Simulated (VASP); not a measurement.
# ReF3 (Pm-3m) in VASP: notebook

ReF3 is run at these levels: LDA, r2SCAN; tasks: single point.

All numbers are computed with VASP 6.6.1; they aren't measurements. Logs are shortened: lines on timing, memory, paths and dates and some standing lists are left out, and cuts for length are marked.

### Step 1. The cell of the first run

Symmetry: Pm-3m, No. 221, cubic system. The conventional cell has a = 4.073 Å, b = 4.073 Å, c = 4.073 Å, α = 90.00°, β = 90.00°, γ = 90.00°. Re (site symmetry m-3m) has 6 F at 2.04 Å within 2.7 Å. Within 2.7 Å of F (site symmetry 4/mmm) lie 2 Re at 2.04 Å.

### Step 2. Single point, LDA, collinear spin

The input, INCAR:

```
SYSTEM = ReF3
ALGO = Normal
EDIFF = 1E-7
ENCUT = 520
GGA = CA
ISIF = 2
ISMEAR = 0
ISPIN = 2
LASPH = .TRUE.
LCHARG = .TRUE.
LELF = .TRUE.
LMAXMIX = 4
LORBIT = 11
LREAL = .FALSE.
LVHAR = .TRUE.
LWAVE = .FALSE.
MAGMOM = 1.13 0 0 0
NBANDS = 26
NELM = 150
PREC = Accurate
SIGMA = 0.05
```

The input, KPOINTS:

```
k-points
0
G
  10 10 10
  0 0 0
```

The input, POSCAR:

```
ReF3
1.0
    4.0727436752      0.0000000000      0.0000000000
    0.0000000000      4.0727436752      0.0000000000
    0.0000000000      0.0000000000      4.0727436752
Re F
1 3
Direct
    0.0000000000      0.0000000000      0.0000000000
    0.5000000000      0.0000000000      0.0000000000
    0.0000000000      0.0000000000      0.5000000000
    0.0000000000      0.5000000000      0.0000000000
```

Potentials or basis: VASP PAW LDA potentials, release 64 (Re, F).

Run with:

```bash
> cat potpaw_LDA.64/Re/POTCAR potpaw_LDA.64/F/POTCAR > POTCAR
> mpirun -np 1 vasp_std > vasp.out
```

OUTCAR:

```text
SYSTEM = ReF3
   EDIFF = 1E-7
   ENCUT = 520
   GGA = CA
   ISIF = 2
   ISMEAR = 0
   ISPIN = 2
   LASPH = .TRUE.
   LORBIT = 11
   LREAL = .FALSE.
   NELM = 150
   PREC = Accurate

 ion  position               nearest neighbor table
   1  0.000  0.000  0.000-   2 2.04   3 2.04   4 2.04   3 2.04   4 2.04   2 2.04
   2  0.500  0.000  0.000-   1 2.04   1 2.04
   3  0.000  0.000  0.500-   1 2.04   1 2.04
   4  0.000  0.500  0.000-   1 2.04   1 2.04

  LATTYP: Found a simple cubic cell.
 ALAT       =     4.0727436752

  Lattice vectors:

 A1 = (   4.0727436752,   0.0000000000,   0.0000000000)
 A2 = (   0.0000000000,   4.0727436752,   0.0000000000)
 A3 = (   0.0000000000,   0.0000000000,   4.0727436752)

Analysis of symmetry for initial positions (statically):
=====================================================================
 Subroutine PRICEL returns:
 Original cell was already a primitive cell.

 Routine SETGRP: Setting up the symmetry group for a
 simple cubic supercell.

 Subroutine GETGRP returns: Found 48 space group operations
 (whereof 48 operations were pure point group operations)
 out of a pool of 48 trial point group operations.

The static configuration has the point symmetry O_h .

Analysis of symmetry for dynamics (positions and initial velocities):
=====================================================================
 Subroutine PRICEL returns:
 Original cell was already a primitive cell.

 Routine SETGRP: Setting up the symmetry group for a
 simple cubic supercell.

 Subroutine GETGRP returns: Found 48 space group operations
 (whereof 48 operations were pure point group operations)
 out of a pool of 48 trial point group operations.

The dynamic configuration has the point symmetry O_h .

Analysis of structural, dynamic, and magnetic symmetry:
=====================================================================
 Subroutine PRICEL returns:
 Original cell was already a primitive cell.

 Routine SETGRP: Setting up the symmetry group for a
 simple cubic supercell.

 Subroutine GETGRP returns: Found 48 space group operations
 (whereof 48 operations were pure point group operations)
 out of a pool of 48 trial point group operations.

The overall configuration has the point symmetry O_h .

 Subroutine INISYM returns: Found 48 space group operations
 (whereof 48 operations are pure point group operations),
 and found     1 'primitive' translations

[... 121 lines left out ...]
  Thomas-Fermi vector in A             =   2.355813
   LORBIT       =     11    0 simple, 1 ext, 2 COOP (PROOUT), +10 PAW based schemes
   GGA     = CA    functional components
   LHFCALC =     F    Hartree Fock is set to
   AEXX    =    0.0000 exact exchange contribution
   IVDW    =     0    specifies the selected vdW correction
   LEPSILON=     F    determine dielectric tensor
   LRPA    =     F    only Hartree local field effects (RPA)
 spin polarized calculation
 Gauss-broadening in eV      SIGMA  =   0.05
  energy-cutoff  :      520.00
  volume of cell :       67.56
 maximum number of plane-waves:      1856
   NGX = 15   NGY = 15   NGZ = 15

 number of electron      27.9999963 magnetization       0.5653856

 Free energy of the ion-electron system (eV)
  ---------------------------------------------------
  ext. energy  EPLUGINS =         0.00000000
  ---------------------------------------------------
  free energy    TOTEN  =       -25.95779005 eV

  energy without entropy =      -25.95321617  energy(sigma->0) =      -25.95550311

 E-fermi :   1.2798     XC(G=0):  -9.0177

 val. band max:        1.2781316679   @ k =   0.5000   0.3000   0.0000
 cond. band min:       1.2849078726   @ k =   0.5000   0.2000   0.0000
 fundamental gap:      0.0067762048
 Fermi energy:         1.2797961406

 spin component 1

 k-point     1 :       0.0000    0.0000    0.0000
  band No.  band energies     occupation
      1     -24.3439      1.00000
      2     -23.9583      1.00000
      3     -23.9583      1.00000
      4      -6.7021      1.00000
      5      -6.7021      1.00000
      6      -6.7021      1.00000
[... 685 lines left out ...]
     25      15.5199      0.00000
     26      15.7508      0.00000

 [... further k-points ...]

 spin component 2

 k-point     1 :       0.0000    0.0000    0.0000
  band No.  band energies     occupation
      1     -24.2929      1.00000
      2     -23.9070      1.00000
      3     -23.9070      1.00000
      4      -6.6602      1.00000
      5      -6.6602      1.00000
      6      -6.6602      1.00000
[... 685 lines left out ...]
     25      15.5727      0.00000
     26      15.8207      0.00000

 [... further k-points ...]
[... 5 lines left out ...]
  --------------------------------------------------------------------------------------
  -------------------------------------------------------------------------------------
  Total       -3.9396349     -3.9396349     -3.9396349     -0.0000000      0.0000000      0.0000000
  in kB      -93.4340826    -93.4340826    -93.4340826     -0.0000000      0.0000000      0.0000000
  external PRESSURE =     -93.4340826 kB  Pullay stress =       0.0000000 kB

 VOLUME and BASIS-vectors are now :
 -----------------------------------------------------------------------------
  energy-cutoff  :      520.00
  volume of cell :       67.56
      direct lattice vectors                 reciprocal lattice vectors
     4.072743675  0.000000000  0.000000000     0.245534725  0.000000000  0.000000000
     0.000000000  4.072743675  0.000000000     0.000000000  0.245534725  0.000000000
     0.000000000  0.000000000  4.072743675     0.000000000  0.000000000  0.245534725

 POSITION                                       TOTAL-FORCE (eV/Angst)
 -----------------------------------------------------------------------------------
      0.00000      0.00000      0.00000         0.000000      0.000000      0.000000
      2.03637      0.00000      0.00000         0.000000      0.000000      0.000000
      0.00000      0.00000      2.03637         0.000000      0.000000      0.000000
      0.00000      2.03637      0.00000         0.000000      0.000000      0.000000
 -----------------------------------------------------------------------------------
    total drift:                                0.000000      0.000000      0.000000

  FREE ENERGIE OF THE ION-ELECTRON SYSTEM (eV)
  ---------------------------------------------------
  free  energy   TOTEN  =       -25.9577900523 eV

  energy  without entropy=      -25.9532161737  energy(sigma->0) =      -25.95550311

 total charge

# of ion       s       p       d       tot
------------------------------------------
    1        0.343   0.450   4.737   5.529
    2        1.718   4.336   0.000   6.054
    3        1.718   4.336   0.000   6.054
    4        1.718   4.336   0.000   6.054
--------------------------------------------------
tot          5.495  13.458   4.737  23.691

 magnetization (x)

# of ion       s       p       d       tot
------------------------------------------
    1        0.002   0.002   0.462   0.466
    2       -0.000   0.025   0.000   0.025
    3       -0.000   0.025   0.000   0.025
    4       -0.000   0.025   0.000   0.025
--------------------------------------------------
tot          0.002   0.076   0.462   0.540
```

stdout:

```text
POSCAR found type information on POSCAR ReF
 POSCAR found :  2 types and       4 ions
 scaLAPACK will be used
 LDA part: xc-table for (Slater(with rela. corr.)+CA(PZ))
 , standard interpolation
 POSCAR, INCAR and KPOINTS ok, starting setup
 FFT: planning ... GRIDC
 FFT: planning ... GRID_SOFT
 FFT: planning ... GRID
 WAVECAR not read
 entering main loop
```

It took 3.7 min on 1 thread of Intel Xeon Platinum 8375C at 2.90GHz (Ice Lake), shared host; peak memory 0.26 GiB.

What came out:

- Free energy: -25.9578 eV
- Pressure: -9.3 GPa
- Net moment: 0.57 μB per cell
- Site moments: Re +0.47; F +0.03 μB
- Valence electrons inside the program's atomic spheres: Re 5.53; F 6.05

Caveat: the cell stands under tension; a moment this small can come from the mesh or the smearing; spin-orbit coupling is left out, which moves the levels of the heavy elements.

### Step 3. Single point, r2SCAN, collinear spin

POSCAR is that of step 2.

The input, INCAR.step1:

```
PREC     = Accurate       # precision mode
ENCUT    = 520            # plane-wave cutoff, eV
ISMEAR   = 0              # smearing method
SIGMA    = 0.05           # smearing width, eV
LREAL    = False          # projectors in reciprocal space
LASPH    = True           # aspherical terms in the spheres
NELM     = 150            # most SCF steps
ISPIN    = 2              # spin polarisation
MAGMOM   = 2 0 0 0        # initial moments
LMAXMIX  = 4              # l up to which the mixer works
NBANDS   = 26             # bands
GGA      = PE             # functional
ALGO     = Normal         # electronic algorithm
EDIFF    = 1E-4           # SCF threshold, eV
LWAVE    = True           # write WAVECAR
LCHARG   = False          # write CHGCAR
```

The input, INCAR.step2:

```
PREC     = Accurate       # precision mode
ENCUT    = 520            # plane-wave cutoff, eV
EDIFF    = 1E-6           # SCF threshold, eV
ISMEAR   = 0              # smearing method
SIGMA    = 0.05           # smearing width, eV
LREAL    = False          # projectors in reciprocal space
LASPH    = True           # aspherical terms in the spheres
NELM     = 150            # most SCF steps
ALGO     = Normal         # electronic algorithm
ISIF     = 2              # what is computed and relaxed
LWAVE    = False          # write WAVECAR
LCHARG   = False          # write CHGCAR
ISPIN    = 2              # spin polarisation
MAGMOM   = 2 0 0 0        # initial moments
LORBIT   = 11             # projections on sites
LMAXMIX  = 4              # l up to which the mixer works
METAGGA  = R2SCAN         # meta-GGA
LMIXTAU  = True         
NBANDS   = 26             # bands
ISTART   = 1
```

The input, KPOINTS:

```
regular mesh
0
Gamma
  10 10 10
```

Potentials or basis: VASP PAW PBE potentials, release 64 (Re, F).

Run with:

```bash
> cat potpaw_PBE.64/Re/POTCAR potpaw_PBE.64/F/POTCAR > POTCAR
> cp INCAR.step1 INCAR
> mpirun -np 1 vasp_std > vasp.out
> cp INCAR.step2 INCAR
> mpirun -np 1 vasp_std > vasp.out
```

It took 9 min on 1 thread of Intel Xeon Platinum 8375C at 2.90GHz (Ice Lake), shared host; peak memory 0.29 GiB.

Results (log left out):

```yaml
Free_energy: -68.1848 eV
Pressure: -1.6 GPa
Band_gap_on_the_k_mesh: zero (filled and empty bands overlap)
Net_moment: 2.00 μB per cell
Site_moments: Re +1.77; F +0.08 μB
Valence_electrons_inside_the_program's_atomic_spheres: Re 5.41; F 6.13
```

Levels at points of the mesh, in eV from the Fermi level:
Spin up:
```tsv
k point	band 13	band 14	band 15	band 16	band 17	band 18
(0.00, 0.00, 0.00)	-2.91	-2.91	-2.91	0.25	0.25	1.26
(0.50, 0.00, 0.00)	-2.88	-1.57	-1.57	0.28	1.56	4.70
(0.50, 0.50, 0.00)	-1.55	-1.55	-0.66	0.95	4.48	6.61
(0.50, 0.50, 0.50)	-0.65	-0.65	-0.65	4.49	4.49	6.35
```
Spin down:
```tsv
k point	band 9	band 10	band 11	band 12	band 13	band 14	band 15	band 16	band 17	band 18
(0.00, 0.00, 0.00)	-6.92	-6.80	-6.80	-6.80	-0.91	-0.91	-0.91	0.97	0.98	1.77
(0.50, 0.00, 0.00)	-7.41	-6.91	-6.86	-6.86	-0.87	0.31	0.31	1.01	2.36	4.87
(0.50, 0.50, 0.00)	-7.50	-7.14	-7.14	-6.26	0.34	0.34	1.22	1.72	5.11	6.77
(0.50, 0.50, 0.50)	-8.62	-6.25	-6.25	-6.25	1.25	1.25	1.25	5.12	5.12	6.43
```

Caveat: the PAW data sets were made with another functional, which shifts forces and pressure a little; spin-orbit coupling is left out, which moves the levels of the heavy elements.
